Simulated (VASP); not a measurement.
# Li (I4/mmm) in VASP: single point with r2SCAN

Aim: the single point of Li with r2SCAN.

Everything below comes from runs of VASP 6.6.1. Logs are shortened: lines on timing, memory, paths and dates and some standing lists are left out, and cuts for length are marked.

## Step 1: The cell of the first run

It takes space group I4/mmm (No. 139, tetragonal). Conventional cell: a = 3.270 Å, b = 3.270 Å, c = 4.404 Å, α = 90.00°, β = 90.00°, γ = 90.00°. Within 4.2 Å of Li (site symmetry 4/mmm) lie 12 Li at 3.19 to 3.27 Å.

## Step 2: Single point, r2SCAN (strain +0.050 along x and y, +0.000 along z)

Input file POSCAR:

```
Li
1.0
    0.0000000000      2.3121000000      2.2020000000
    2.3121000000      0.0000000000      2.2020000000
    2.3121000000      2.3121000000      0.0000000000
Li
1
Direct
    0.0000000000      0.0000000000      0.0000000000
```

Input file INCAR.step1:

```
PREC = Accurate
ENCUT = 830
ISMEAR = 0
SIGMA = 0.15
LREAL = False
LASPH = True
NELM = 120
NBANDS = 8
GGA = PE
ALGO = Normal
EDIFF = 1E-5
LWAVE = True
LCHARG = False
GGA_COMPAT = False
```

Input file INCAR.step2:

```
PREC = Accurate
ENCUT = 830
EDIFF = 1E-6
ISMEAR = 0
SIGMA = 0.15
LREAL = False
LASPH = True
NELM = 120
ALGO = Normal
ISIF = 2
LWAVE = False
LCHARG = True
METAGGA = R2SCAN
LMIXTAU = True
LELF = True
LVHAR = True
NBANDS = 8
ISTART = 1
GGA_COMPAT = False
```

Input file KPOINTS:

```
Automatic mesh
0
Gamma
  18 18 18
```

Potentials or basis: VASP PAW PBE potentials, release 64 (Li_sv).

Command:

```console
$ cat potpaw_PBE.64/Li_sv/POTCAR > POTCAR
$ cp INCAR.step1 INCAR
$ mpirun -np 1 vasp_std > vasp.out
$ cp INCAR.step2 INCAR
$ mpirun -np 1 vasp_std > vasp.out
```

OUTCAR:

```text
PREC = Accurate
   ENCUT = 830
   EDIFF = 1E-6
   ISMEAR = 0
   LREAL = False
   LASPH = True
   NELM = 120
   ISIF = 2
   METAGGA = R2SCAN
   ISTART = 1

 ion  position               nearest neighbor table
   1  0.000  0.000  0.000-

  LATTYP: Found a body centered tetragonal cell.
 ALAT       =     3.2698031776
 C/A-ratio  =     1.3468700594

  Lattice vectors:

 A1 = (   0.0000000000,  -2.3121000000,  -2.2020000000)
 A2 = (   0.0000000000,   2.3121000000,  -2.2020000000)
 A3 = (   2.3121000000,   0.0000000000,   2.2020000000)

Analysis of symmetry for initial positions (statically):
=====================================================================
 Subroutine PRICEL returns:
 Original cell was already a primitive cell.

 Routine SETGRP: Setting up the symmetry group for a
 body centered tetragonal supercell.

 Subroutine GETGRP returns: Found 16 space group operations
 (whereof 16 operations were pure point group operations)
 out of a pool of 16 trial point group operations.

The static configuration has the point symmetry D_4h.

Analysis of symmetry for dynamics (positions and initial velocities):
=====================================================================
 Subroutine PRICEL returns:
 Original cell was already a primitive cell.

 Routine SETGRP: Setting up the symmetry group for a
 body centered tetragonal supercell.

 Subroutine GETGRP returns: Found 16 space group operations
 (whereof 16 operations were pure point group operations)
 out of a pool of 16 trial point group operations.

The dynamic configuration has the point symmetry D_4h.

 Subroutine INISYM returns: Found 16 space group operations
 (whereof 16 operations are pure point group operations),
 and found     1 'primitive' translations

----------------------------------------------------------------------------------------

                                     Primitive cell

  volume of cell :      23.5429

  direct lattice vectors                    reciprocal lattice vectors
     0.000000000  2.312100000  2.202000000    -0.216253622  0.216253622  0.227066303
     2.312100000  0.000000000  2.202000000     0.216253622 -0.216253622  0.227066303
     2.312100000  2.312100000  0.000000000     0.216253622  0.216253622 -0.227066303

  length of vectors
     3.192900000  3.192900000  3.269803178     0.380907291  0.380907291  0.380907291

  position of ions in fractional coordinates (direct lattice)
     0.000000000  0.000000000  0.000000000

  ion indices of the primitive-cell ions
   primitive index   ion index
                 1           1

----------------------------------------------------------------------------------------

 KPOINTS: Automatic mesh

Automatic generation of k-mesh.
 Grid dimensions read from file:
 generate k-points for:   18   18   18

 Generating k-lattice:

  Cartesian coordinates                     Fractional coordinates (reciprocal lattice)
    -0.012014090  0.012014090  0.012614795     0.055555556 -0.000000000  0.000000000
     0.012014090 -0.012014090  0.012614795    -0.000000000  0.055555556  0.000000000
     0.012014090  0.012014090 -0.012614795     0.000000000  0.000000000  0.055555556

  Length of vectors
     0.021161516  0.021161516  0.021161516

  Shift w.r.t. Gamma in fractional coordinates (k-lattice)
     0.000000000  0.000000000  0.000000000

 Subroutine IBZKPT returns following result:
 ===========================================

 Found    480 irreducible k-points:

 Following reciprocal coordinates:
            Coordinates               Weight
  0.000000  0.000000  0.000000      1.000000
  0.055556  0.000000  0.000000      8.000000
  0.111111  0.000000  0.000000      8.000000
  0.166667 -0.000000  0.000000      8.000000
  0.222222 -0.000000  0.000000      8.000000
  0.277778  0.000000  0.000000      8.000000
[... 16 lines left out ...]
 -0.277778  0.055556  0.000000      8.000000
 -0.222222  0.055556  0.000000      8.000000
 [... further k-points ...]
   k-points           NKPTS =    480   k-points in BZ     NKDIM =    480   number of bands    NBANDS=      8
   number of dos      NEDOS =    301   number of ions     NIONS =      1
   total plane-waves  NPLWV =  28800
   dimension x,y,z NGX =    30 NGY =   30 NGZ =   32
   dimension x,y,z NGXF=    60 NGYF=   60 NGZF=   64
   ions per type =               1
   NGX,Y,Z   is equivalent  to a cutoff of  15.62, 15.62, 16.27 a.u.
   NGXF,Y,Z  is equivalent  to a cutoff of  31.24, 31.24, 32.54 a.u.
 SYSTEM =  unknown system
   PREC   = accura    normal or accurate (medium, high low for compatibility)
   ISTART =      1    job   : 0-new  1-cont  2-samecut
   ICHARG =      0    charge: 1-file 2-atom 10-const
   ISPIN  =      1    spin polarized calculation?
   LNONCOLLINEAR =      F non collinear calculations
   LSORBIT =      F    spin-orbit coupling
   LASPH  =      T    aspherical Exc in radial PAW
   ENCUT  =  830.0 eV  61.00 Ry    7.81 a.u.   7.50  7.50  7.68*2*pi/ulx,y,z
   NELM   =    120;   NELMIN=  2; NELMDL=  0     # of ELM steps
   EDIFF  = 0.1E-05   stopping-criterion for ELM
   LREAL  =      F    real-space projection
   EDIFFG = 0.1E-04   stopping-criterion for IOM
   NSW    =      0    number of steps for IOM
   IBRION =     -1    ionic relax: 0-MD 1-quasi-New 2-CG
   NFREE  =      0    steps in history (QN), initial steepest desc. (CG)
   ISIF   =      2    stress and relaxation
   ISYM   =      2    0-nonsym 1-usesym 2-fastsym
   POTIM  = 0.5000    time-step for ionic-motion
   TEBEG  =    0.0;   TEEND  =   0.0 temperature during run
   PSTRESS=    0.0 pullay stress
   NELECT =       3.0000    total number of electrons
   NUPDOWN=      -1.0000    fix difference up-down
   EMIN   =  10.00;   EMAX   =-10.00  energy-range for DOS
   EFERMI =   0.00;   METHOD = LEGACY
   ISMEAR =     0;   SIGMA  =   0.15  broadening in eV -4-tet -1-fermi 0-gaus
   EFERMI_NEDOS =   21; number of points for ismear=-14 and -15
   IALGO  =     38    algorithm
   IMIX   =      4    mixing-type and parameters
     AMIX     =   0.40;   BMIX     =  1.00
     AMIX_MAG =   1.60;   BMIX_MAG =  1.00
  volume/ion in A,a.u.               =      23.54       158.88
  Fermi-wavevector in a.u.,A,eV,Ry     =   0.823813  1.556780  9.233827  0.678667
  Thomas-Fermi vector in A             =   1.935388
   LORBIT       =      0    0 simple, 1 ext, 2 COOP (PROOUT), +10 PAW based schemes
   METAGGA = R2SCAN    functional components
   LHFCALC =     F    Hartree Fock is set to
   AEXX    =    0.0000 exact exchange contribution
   IVDW    =     0    specifies the selected vdW correction
   LEPSILON=     F    determine dielectric tensor
   LRPA    =     F    only Hartree local field effects (RPA)
 non-spin polarized calculation
 Gauss-broadening in eV      SIGMA  =   0.15
  energy-cutoff  :      830.00
  volume of cell :       23.54
 maximum number of plane-waves:      1301
   NGX = 15   NGY = 15   NGZ = 15

 number of electron       3.0000002 magnetization

 Free energy of the ion-electron system (eV)
  ---------------------------------------------------
  ext. energy  EPLUGINS =         0.00000000
  ---------------------------------------------------
  free energy    TOTEN  =        -2.37734508 eV

  energy without entropy =       -2.37235475  energy(sigma->0) =       -2.37484992

 E-fermi :   0.2720     XC(G=0):  -7.0661

 val. band max:        0.2633752441   @ k =   0.4444   0.0556   0.3889
 cond. band min:       0.2918397554   @ k =  -0.2778   0.2778   0.0000
 fundamental gap:      0.0284645112
 Fermi energy:         0.2719993021

 k-point     1 :       0.0000    0.0000    0.0000
  band No.  band energies     occupation
      1     -48.1590      2.00000
      2      -3.3668      2.00000
      3      14.6660      0.00000
      4      14.7452      0.00000
      5      14.7457      0.00000
      6      17.8651      0.00000
      7      17.8652      0.00000
      8      18.0498      0.00000

 k-point     2 :       0.0556    0.0000    0.0000
  band No.  band energies     occupation
      1     -48.1587      2.00000
      2      -3.3102      2.00000
      3      13.9997      0.00000
      4      14.5618      0.00000
      5      14.5717      0.00000
      6      17.4786      0.00000
      7      18.1346      0.00000
      8      18.2162      0.00000

 k-point     3 :       0.1111    0.0000    0.0000
  band No.  band energies     occupation
      1     -48.1578      2.00000
      2      -3.1405      2.00000
      3      12.4322      0.00000
      4      14.1561      0.00000
      5      14.2830      0.00000
      6      17.3924      0.00000
      7      18.7063      0.00000
      8      18.7894      0.00000

 k-point     4 :       0.1667   -0.0000    0.0000
  band No.  band energies     occupation
      1     -48.1564      2.00000
      2      -2.8580      2.00000
      3      10.6731      0.00000
      4      13.7155      0.00000
      5      13.9661      0.00000
      6      17.5657      0.00000
      7      18.8787      0.00000
      8      19.2446      0.00000

 k-point     5 :       0.2222   -0.0000    0.0000
  band No.  band energies     occupation
      1     -48.1547      2.00000
      2      -2.4638      2.00000
      3       8.9449      0.00000
      4      13.3256      0.00000
      5      13.6927      0.00000
      6      17.7932      0.00000
      7      18.2616      0.00000
      8      18.8710      0.00000
[... 177 lines left out ...]
 k-point    22 :      -0.3333    0.0556    0.0000
  band No.  band energies     occupation
      1     -48.1506      2.00000
      2      -1.1139      2.00000
      3       5.4571      0.00000
      4      12.6027      0.00000
      5      13.0500      0.00000
      6      16.1459      0.00000
      7      16.4455      0.00000
      8      19.1398      0.00000

 k-point    23 :      -0.2778    0.0556    0.0000
  band No.  band energies     occupation
      1     -48.1522      2.00000
      2      -1.7427      2.00000
      3       6.8995      0.00000
      4      12.6042      0.00000
      5      13.4331      0.00000
      6      16.7079      0.00000
      7      16.9011      0.00000
      8      18.8771      0.00000

 k-point    24 :      -0.2222    0.0556    0.0000
  band No.  band energies     occupation
      1     -48.1540      2.00000
      2      -2.2765      2.00000
      3       8.4832      0.00000
      4      12.7133      0.00000
      5      13.8406      0.00000
      6      17.3159      0.00000
      7      17.5456      0.00000
      8      18.5601      0.00000

 [... further k-points ...]

------------------------ aborting loop because EDIFF is reached ----------------------------------------

  FORCE on cell =-STRESS in cart. coord.  units (eV):
  Direction    XX          YY          ZZ          XY          YZ          ZX
  --------------------------------------------------------------------------------------
  -------------------------------------------------------------------------------------
  Total       -0.2038166     -0.2038166     -0.1814358      0.0000000     -0.0000000     -0.0000000
  in kB      -13.8704197    -13.8704197    -12.3473324      0.0000000     -0.0000000     -0.0000000
  external PRESSURE =     -13.3627240 kB  Pullay stress =       0.0000000 kB

 VOLUME and BASIS-vectors are now :
 -----------------------------------------------------------------------------
  energy-cutoff  :      830.00
  volume of cell :       23.54
      direct lattice vectors                 reciprocal lattice vectors
     0.000000000  2.312100000  2.202000000    -0.216253622  0.216253622  0.227066303
     2.312100000  0.000000000  2.202000000     0.216253622 -0.216253622  0.227066303
     2.312100000  2.312100000  0.000000000     0.216253622  0.216253622 -0.227066303

 POSITION                                       TOTAL-FORCE (eV/Angst)
 -----------------------------------------------------------------------------------
      0.00000      0.00000      0.00000         0.000000      0.000000      0.000000
 -----------------------------------------------------------------------------------
    total drift:                                0.000000      0.000000      0.000000

  FREE ENERGIE OF THE ION-ELECTRON SYSTEM (eV)
  ---------------------------------------------------
  free  energy   TOTEN  =        -2.3773450829 eV

  energy  without entropy=       -2.3723547478  energy(sigma->0) =       -2.37484992
```

Run time: 12 min. Hardware: 1 thread of Intel Xeon Platinum 8259CL at 2.50GHz (Skylake/Cascade Lake), shared host; peak memory 0.27 GiB.

Results:

| Property | Result |
| --- | --- |
| Free energy | -2.3773 eV |
| Pressure | -1.3 GPa |
| Band gap on the k mesh | zero (an odd number of electrons rules out a gap without spin polarisation) |

Caveat: the cell differs from its parent crystal (strain +0.050 along x and y, +0.000 along z); the PAW data sets were made with another functional, which shifts forces and pressure a little.
